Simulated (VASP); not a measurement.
Here is a VASP 6.6.1 calculation.

File INCAR:

```
SYSTEM = Al2O3
  ALGO = Normal
  EDIFF = 1E-6
  ENCUT = 520
  GGA = PS
  ISIF = 2
  ISMEAR = 0
  LASPH = .True.
  LCHARG = .True.
  LELF = .True.
  LREAL = .False.
  LVHAR = .True.
  LWAVE = .False.
  NBANDS = 35
  NELM = 80
  PREC = Accurate
  SIGMA = 0.05
```

Contents of KPOINTS:

```
k-points
0
Gamma
  6 6 6
  0 0 0
```

Contents of POSCAR:

```
Al2O3
1.0
    2.3129244982      1.3353675816      3.8798537482
   -2.3129244982      1.3353675816      3.8798537482
    0.0000000000     -2.6707351633      3.8798537482
Al O
4 6
Direct
    0.8520350473      0.8520350473      0.8520350473
    0.6479649527      0.6479649527      0.6479649527
    0.1479649527      0.1479649527      0.1479649527
    0.3520350473      0.3520350473      0.3520350473
    0.0558571577      0.4441428423      0.7500000000
    0.7500000000      0.0558571577      0.4441428423
    0.4441428423      0.7500000000      0.0558571577
    0.9441428423      0.5558571577      0.2500000000
    0.2500000000      0.9441428423      0.5558571577
    0.5558571577      0.2500000000      0.9441428423
```

Potentials or basis: VASP PAW PBE potentials, release 64 (Al, O).

Run with:

```bash
$ cat potpaw_PBE.64/Al/POTCAR potpaw_PBE.64/O/POTCAR > POTCAR
$ mpirun -np 1 vasp_std > vasp.out
```

Question: Estimate the pressure.

Answer: 59.8 GPa.

Question: Predict the largest force.

Answer: 1.149 eV/Å.

Stress tensor (GPa, compression positive):
```
47.84  0.00  0.00
 0.00 47.84  0.00
 0.00  0.00 83.77
```

Caveat: the PAW data sets were made with another functional, which shifts forces and pressure a little.
